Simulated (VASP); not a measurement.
# MgO (P6_3/mmc) in VASP: settings compared

Aim: see how the results for MgO move with the level of theory and the settings. Levels: PBE, LDA, r2SCAN. Tasks: single point, relaxation of cell and atoms.

All numbers are computed with VASP 6.6.1; they aren't measurements. Logs are shortened: lines on timing, memory, paths and dates and some standing lists are left out, and cuts for length are marked.

## (1) The cell of the first run

Symmetry: P6_3/mmc, No. 194, hexagonal system. Conventional cell: a = 3.521 Å, b = 3.521 Å, c = 4.237 Å, α = 90.00°, β = 90.00°, γ = 120.00°. Within 2.7 Å of Mg (site symmetry -6m2) lie 5 O at 2.03 to 2.12 Å. O (site symmetry -6m2) has 5 Mg at 2.03 to 2.12 Å within 2.7 Å.

## (2) Single point, PBE

Input file INCAR:

```
  PREC = Accurate
  ENCUT = 520
  EDIFF = 1E-6
  ISMEAR = 0
  SIGMA = 0.02
  LREAL = F
  LASPH = T
  NELM = 80
  ALGO = Normal
  ISIF = 2
  LWAVE = F
  LCHARG = F
  GGA = PE
  NBANDS = 16
```

Input file KPOINTS:

```
Automatic mesh
0
Gamma
  6 6 6
```

Input file POSCAR:

```
MgO
1.0
    3.5207161421      0.0000000000      0.0000000000
   -1.7603580710      3.0490296186      0.0000000000
    0.0000000000      0.0000000000      4.2374418908
Mg O
2 2
Direct
    0.6666666667      0.3333333333      0.7500000000
    0.3333333333      0.6666666667      0.2500000000
    0.6666666667      0.3333333333      0.2500000000
    0.3333333333      0.6666666667      0.7500000000
```

Potentials or basis: VASP PAW PBE potentials, release 64 (Mg, O).

Launch:

```sh
cat potpaw_PBE.64/Mg/POTCAR potpaw_PBE.64/O/POTCAR > POTCAR
mpirun -np 1 vasp_std > vasp.out
```

OUTCAR:

```text
PREC = Accurate
   ENCUT = 520
   EDIFF = 1E-6
   ISMEAR = 0
   LREAL = F
   LASPH = T
   NELM = 80
   ISIF = 2
   GGA = PE

 ion  position               nearest neighbor table
   1  0.667  0.333  0.750-   4 2.03   4 2.03   4 2.03   3 2.12   3 2.12   2 2.94   2 2.94   2 2.94
                             2 2.94   2 2.94   2 2.94
   2  0.333  0.667  0.250-   3 2.03   3 2.03   3 2.03   4 2.12   4 2.12   1 2.94   1 2.94   1 2.94
                             1 2.94   1 2.94   1 2.94
   3  0.667  0.333  0.250-   2 2.03   2 2.03   2 2.03   1 2.12   1 2.12
   4  0.333  0.667  0.750-   1 2.03   1 2.03   1 2.03   2 2.12   2 2.12

  LATTYP: Found a hexagonal cell.
 ALAT       =     3.5207161421
 C/A-ratio  =     1.2035738525

  Lattice vectors:

 A1 = (   3.5207161421,   0.0000000000,   0.0000000000)
 A2 = (  -1.7603580710,   3.0490296186,   0.0000000000)
 A3 = (   0.0000000000,   0.0000000000,   4.2374418908)

Analysis of symmetry for initial positions (statically):
=====================================================================
 Subroutine PRICEL returns:
 Original cell was already a primitive cell.

 Routine SETGRP: Setting up the symmetry group for a
 hexagonal supercell.

 Subroutine GETGRP returns: Found 24 space group operations
 (whereof 12 operations were pure point group operations)
 out of a pool of 24 trial point group operations.

The static configuration has the point symmetry D_3d.
 The point group associated with its full space group is D_6h.

Analysis of symmetry for dynamics (positions and initial velocities):
=====================================================================
 Subroutine PRICEL returns:
 Original cell was already a primitive cell.

 Routine SETGRP: Setting up the symmetry group for a
 hexagonal supercell.

 Subroutine GETGRP returns: Found 24 space group operations
 (whereof 12 operations were pure point group operations)
 out of a pool of 24 trial point group operations.

The dynamic configuration has the point symmetry D_3d.
 The point group associated with its full space group is D_6h.

 Subroutine INISYM returns: Found 24 space group operations
 (whereof 12 operations are pure point group operations),
 and found     1 'primitive' translations

----------------------------------------------------------------------------------------

                                     Primitive cell

  volume of cell :      45.4880

  direct lattice vectors                    reciprocal lattice vectors
     3.520716142  0.000000000  0.000000000     0.284033123  0.163986600  0.000000000
    -1.760358071  3.049029619  0.000000000     0.000000000  0.327973200  0.000000000
     0.000000000  0.000000000  4.237441891     0.000000000  0.000000000  0.235991437

  length of vectors
     3.520716142  3.520716142  4.237441891     0.327973200  0.327973200  0.235991437

  position of ions in fractional coordinates (direct lattice)
     0.666666667  0.333333333  0.750000000
     0.333333333  0.666666667  0.250000000
     0.666666667  0.333333333  0.250000000
     0.333333333  0.666666667  0.750000000

  ion indices of the primitive-cell ions
   primitive index   ion index
                 1           1
                 2           2
                 3           3
                 4           4

----------------------------------------------------------------------------------------

 KPOINTS: Automatic mesh

Automatic generation of k-mesh.
 Grid dimensions read from file:
 generate k-points for:    6    6    6

 Generating k-lattice:

  Cartesian coordinates                     Fractional coordinates (reciprocal lattice)
     0.047338854  0.027331100  0.000000000     0.166666667  0.000000000  0.000000000
     0.000000000  0.054662200  0.000000000     0.000000000  0.166666667  0.000000000
     0.000000000  0.000000000  0.039331906     0.000000000  0.000000000  0.166666667

  Length of vectors
     0.054662200  0.054662200  0.039331906

  Shift w.r.t. Gamma in fractional coordinates (k-lattice)
     0.000000000  0.000000000  0.000000000

 Subroutine IBZKPT returns following result:
 ===========================================

 Found     28 irreducible k-points:

 Following reciprocal coordinates:
            Coordinates               Weight
  0.000000  0.000000  0.000000      1.000000
  0.166667  0.000000  0.000000      6.000000
  0.333333  0.000000  0.000000      6.000000
  0.500000  0.000000  0.000000      3.000000
  0.166667  0.166667  0.000000      6.000000
  0.333333  0.166667  0.000000     12.000000
[... 16 lines left out ...]
  0.166667  0.000000  0.500000      6.000000
  0.333333  0.000000  0.500000      6.000000
 [... further k-points ...]
   k-points           NKPTS =     28   k-points in BZ     NKDIM =     28   number of bands    NBANDS=     16
   number of dos      NEDOS =    301   number of ions     NIONS =      4
   total plane-waves  NPLWV =  25088
   dimension x,y,z NGX =    28 NGY =   28 NGZ =   32
   dimension x,y,z NGXF=    56 NGYF=   56 NGZF=   64
   ions per type =               2   2
   NGX,Y,Z   is equivalent  to a cutoff of  13.22, 13.22, 12.55 a.u.
   NGXF,Y,Z  is equivalent  to a cutoff of  26.44, 26.44, 25.11 a.u.
 SYSTEM =  unknown system
   PREC   = accura    normal or accurate (medium, high low for compatibility)
   ISTART =      0    job   : 0-new  1-cont  2-samecut
   ICHARG =      2    charge: 1-file 2-atom 10-const
   ISPIN  =      1    spin polarized calculation?
   LNONCOLLINEAR =      F non collinear calculations
   LSORBIT =      F    spin-orbit coupling
   LASPH  =      T    aspherical Exc in radial PAW
   ENCUT  =  520.0 eV  38.22 Ry    6.18 a.u.   6.55  6.55  7.88*2*pi/ulx,y,z
   NELM   =     80;   NELMIN=  2; NELMDL= -5     # of ELM steps
   EDIFF  = 0.1E-05   stopping-criterion for ELM
   LREAL  =      F    real-space projection
   EDIFFG = 0.1E-04   stopping-criterion for IOM
   NSW    =      0    number of steps for IOM
   IBRION =     -1    ionic relax: 0-MD 1-quasi-New 2-CG
   NFREE  =      0    steps in history (QN), initial steepest desc. (CG)
   ISIF   =      2    stress and relaxation
   ISYM   =      2    0-nonsym 1-usesym 2-fastsym
   POTIM  = 0.5000    time-step for ionic-motion
   TEBEG  =    0.0;   TEEND  =   0.0 temperature during run
   PSTRESS=    0.0 pullay stress
   NELECT =      16.0000    total number of electrons
   NUPDOWN=      -1.0000    fix difference up-down
   EMIN   =  10.00;   EMAX   =-10.00  energy-range for DOS
   EFERMI =   0.00;   METHOD = LEGACY
   ISMEAR =     0;   SIGMA  =   0.02  broadening in eV -4-tet -1-fermi 0-gaus
   EFERMI_NEDOS =   21; number of points for ismear=-14 and -15
   IALGO  =     38    algorithm
   IMIX   =      4    mixing-type and parameters
     AMIX     =   0.40;   BMIX     =  1.00
     AMIX_MAG =   1.60;   BMIX_MAG =  1.00
  volume/ion in A,a.u.               =      11.37        76.74
  Fermi-wavevector in a.u.,A,eV,Ry     =   1.155623  2.183810 18.170085  1.335464
  Thomas-Fermi vector in A             =   2.292250
   LORBIT       =      0    0 simple, 1 ext, 2 COOP (PROOUT), +10 PAW based schemes
   GGA     = PE    functional components
   LHFCALC =     F    Hartree Fock is set to
   AEXX    =    0.0000 exact exchange contribution
   IVDW    =     0    specifies the selected vdW correction
   LEPSILON=     F    determine dielectric tensor
   LRPA    =     F    only Hartree local field effects (RPA)
 non-spin polarized calculation
 Gauss-broadening in eV      SIGMA  =   0.02
  energy-cutoff  :      520.00
  volume of cell :       45.49
 maximum number of plane-waves:      1252
 NGX is ok and might be reduce to    28
   NGX = 13   NGY = 13   NGZ = 15

 number of electron      15.9999990 magnetization

 Free energy of the ion-electron system (eV)
  ---------------------------------------------------
  ext. energy  EPLUGINS =         0.00000000
  ---------------------------------------------------
  free energy    TOTEN  =       -23.67521372 eV

  energy without entropy =      -23.67521372  energy(sigma->0) =      -23.67521372

 E-fermi :   1.9150     XC(G=0):  -9.9269

 val. band max:        1.7957162193   @ k =   0.0000   0.0000   0.0000
 cond. band min:       5.0578448548   @ k =   0.0000   0.0000   0.0000
 fundamental gap:      3.2621286355
 Fermi energy:         1.9150467868

 k-point     1 :       0.0000    0.0000    0.0000
  band No.  band energies     occupation
      1     -15.0005      2.00000
      2     -13.6928      2.00000
      3      -1.7407      2.00000
      4       0.1239      2.00000
      5       0.1239      2.00000
      6       1.0228      2.00000
[... 8 lines left out ...]
     15      17.1124      0.00000
     16      17.2352      0.00000

 k-point     2 :       0.1667    0.0000    0.0000
  band No.  band energies     occupation
      1     -14.8751      2.00000
      2     -13.7159      2.00000
      3      -1.5314      2.00000
      4      -0.3118      2.00000
      5      -0.0623      2.00000
      6       0.4929      2.00000
[... 8 lines left out ...]
     15      16.1870      0.00000
     16      16.3932      0.00000

 k-point     3 :       0.3333    0.0000    0.0000
  band No.  band energies     occupation
      1     -14.5704      2.00000
      2     -13.8120      2.00000
      3      -1.2445      2.00000
      4      -0.9757      2.00000
      5      -0.3474      2.00000
      6       0.0224      2.00000
[... 8 lines left out ...]
     15      15.6405      0.00000
     16      16.1296      0.00000

 k-point     4 :       0.5000    0.0000    0.0000
  band No.  band energies     occupation
      1     -14.3456      2.00000
      2     -13.9303      2.00000
      3      -1.6602      2.00000
      4      -0.4984      2.00000
      5      -0.4669      2.00000
      6      -0.1347      2.00000
[... 8 lines left out ...]
     15      16.1698      0.00000
     16      16.1928      0.00000

 k-point     5 :       0.1667    0.1667    0.0000
  band No.  band energies     occupation
      1     -14.6578      2.00000
      2     -13.7773      2.00000
      3      -1.1443      2.00000
      4      -0.9185      2.00000
      5      -0.4929      2.00000
      6       0.2962      2.00000
[... 8 lines left out ...]
     15      15.9429      0.00000
     16      15.9651      0.00000

 k-point     6 :       0.3333    0.1667    0.0000
  band No.  band energies     occupation
      1     -14.3542      2.00000
      2     -13.9216      2.00000
      3      -1.5736      2.00000
      4      -0.5353      2.00000
      5      -0.5296      2.00000
      6      -0.0532      2.00000
[... 8 lines left out ...]
     15      15.9967      0.00000
     16      16.3057      0.00000
[... 267 lines left out ...]
 k-point    21 :       0.3333    0.3333    0.3333
  band No.  band energies     occupation
      1     -14.0654      2.00000
      2     -14.0654      2.00000
      3      -1.4924      2.00000
      4      -1.4924      2.00000
      5      -1.1923      2.00000
      6       0.0867      2.00000
[... 8 lines left out ...]
     15      17.1494      0.00000
     16      19.0566      0.00000

 k-point    22 :       0.0000    0.0000    0.5000
  band No.  band energies     occupation
      1     -14.3503      2.00000
      2     -14.3503      2.00000
      3      -0.5701      2.00000
      4      -0.5701      2.00000
      5       0.5565      2.00000
      6       0.5565      2.00000
[... 8 lines left out ...]
     15      17.2137      0.00000
     16      17.2137      0.00000

 k-point    23 :       0.1667    0.0000    0.5000
  band No.  band energies     occupation
      1     -14.2852      2.00000
      2     -14.2852      2.00000
      3      -1.0346      2.00000
      4      -1.0346      2.00000
      5       0.4921      2.00000
      6       0.4921      2.00000
[... 8 lines left out ...]
     15      16.9586      0.00000
     16      16.9586      0.00000

 k-point    24 :       0.3333    0.0000    0.5000
  band No.  band energies     occupation
      1     -14.1517      2.00000
      2     -14.1517      2.00000
      3      -1.6920      2.00000
      4      -1.6920      2.00000
      5       0.3682      2.00000
      6       0.3682      2.00000
[... 8 lines left out ...]
     15      16.3106      0.00000
     16      16.3106      0.00000

 [... further k-points ...]
[... 5 lines left out ...]
  --------------------------------------------------------------------------------------
  -------------------------------------------------------------------------------------
  Total       -0.1234493     -0.1234493     -0.1555416     -0.0000000     -0.0000000      0.0000000
  in kB       -4.3481315     -4.3481315     -5.4784890     -0.0000000     -0.0000000      0.0000000
  external PRESSURE =      -4.7249174 kB  Pullay stress =       0.0000000 kB

 VOLUME and BASIS-vectors are now :
 -----------------------------------------------------------------------------
  energy-cutoff  :      520.00
  volume of cell :       45.49
      direct lattice vectors                 reciprocal lattice vectors
     3.520716142  0.000000000  0.000000000     0.284033123  0.163986600  0.000000000
    -1.760358071  3.049029619  0.000000000     0.000000000  0.327973200  0.000000000
     0.000000000  0.000000000  4.237441891     0.000000000  0.000000000  0.235991437

 POSITION                                       TOTAL-FORCE (eV/Angst)
 -----------------------------------------------------------------------------------
      1.76036      1.01634      3.17808         0.000000      0.000000      0.000000
     -0.00000      2.03269      1.05936        -0.000000     -0.000000      0.000000
      1.76036      1.01634      1.05936         0.000000      0.000000     -0.000000
     -0.00000      2.03269      3.17808        -0.000000     -0.000000     -0.000000
 -----------------------------------------------------------------------------------
    total drift:                               -0.000000      0.000000     -0.000000

  FREE ENERGIE OF THE ION-ELECTRON SYSTEM (eV)
  ---------------------------------------------------
  free  energy   TOTEN  =       -23.6752137192 eV

  energy  without entropy=      -23.6752137192  energy(sigma->0) =      -23.67521372
```

Run time: 9.1 s. Hardware: 1 thread of Intel Xeon 6975P-C (Granite Rapids), shared host; peak memory 0.16 GiB.

Results:

```
Free energy            : -23.6752 eV
Pressure               : -0.5 GPa
Band gap on the k mesh : 3.26 eV, direct
```

## (3) Single point, LDA

Input file INCAR:

```
SYSTEM = MgO
PREC = Accurate ; ENCUT = 520
EDIFF = 1E-7 ; ISMEAR = 0
SIGMA = 0.02 ; LREAL = .False.
LASPH = .True. ; NELM = 80
ALGO = Normal ; ISIF = 2
LWAVE = .False. ; LCHARG = .True.
LELF = .True. ; LVHAR = .True.
NBANDS = 16
```

Input file KPOINTS:

```
regular mesh
0
Gamma
  6 6 6
  0 0 0
```

POSCAR is that of step 2.

Potentials or basis: VASP PAW LDA potentials, release 64 (Mg, O).

Launch:

```sh
cat potpaw_LDA.64/Mg/POTCAR potpaw_LDA.64/O/POTCAR > POTCAR
mpirun -np 1 vasp_std > vasp.out
```

It took 8.4 s on 1 thread of Intel Xeon 6975P-C (Granite Rapids), shared host; peak memory 0.15 GiB.

Results (log left out):

* Free energy: -26.4248 eV
* Pressure: -9.7 GPa
* Band gap on the k mesh: 3.16 eV, direct

Stress tensor (GPa, compression positive):
```
 -9.36   0.00   0.00
  0.00  -9.36   0.00
  0.00   0.00 -10.27
```

Levels at points of the mesh, in eV from the valence-band top:
```
           k point  band 5  band 6  band 7  band 8  band 9  band 10  band 11  band 12
(0.00, 0.00, 0.00)   -1.69   -0.78   -0.78    0.00    3.16     8.94    11.76    12.06
(0.50, 0.00, 0.00)   -2.30   -1.96   -1.28   -0.52    6.73     8.57     9.53    11.45
(0.00, 0.00, 0.50)   -1.25   -1.25   -1.25   -1.25    6.15     6.15    12.42    12.42
(0.50, 0.00, 0.50)   -1.51   -1.51   -0.80   -0.80    7.02     7.02    11.39    11.39
```

As with any semilocal functional, this LDA gap is likely too small.

(Part 1 of 3 ends here.)
